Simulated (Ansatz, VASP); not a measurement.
Mg in VASP and in Ansatz

```
Mg
1.0
     1.59269    0.91954    7.69988
    -1.59269    0.91954    7.69988
     0.00000   -1.83908    7.69988
Mg
3
Cartesian
  0.0000 0.0000 0.0000
  0.0000 0.0000 5.1266
  0.0000 0.0000 17.9730
```

Alike in both runs: task single point; functional r2SCAN; k mesh 6 × 6 × 6; occupations gaussian, width 0.1 eV; no spin polarisation.

|  | VASP | Ansatz |
| --- | --- | --- |
| version | VASP 6.6.1 | Ansatz 0.2.0 |
| potentials or method | VASP PAW PBE potentials, release 64 (Mg), cutoff 520 eV | scalar-relativistic, plane waves, PAW |
| valence electrons in the cell | 6 | 30 |

|  | VASP | Ansatz | Ansatz less VASP |
| --- | --- | --- | --- |
| gap on the k mesh at the Fermi level (eV) | none | none | - |
| pressure (GPa) | -0.1 | 0.1 | +0.27 |
| traceless stress, the component that is largest in VASP (GPa) | -0.20 | -0.20 | -0.003 |
| rms of the force components (eV/Å) | 0.006 | 0.006 | +0.0003 |

VASP's potentials were made for PBE, not for r2SCAN. Atom by atom the forces differ by 0.000 eV/Å (rms over components). A gap of «none» marks a metal or a gap that the smearing closes. VASP's potentials hold 6 valence electrons a cell and Ansatz's 30, so a difference there can come from the potentials and not from the codes.

The k mesh is coarse, so the values compare programs but aren't converged.
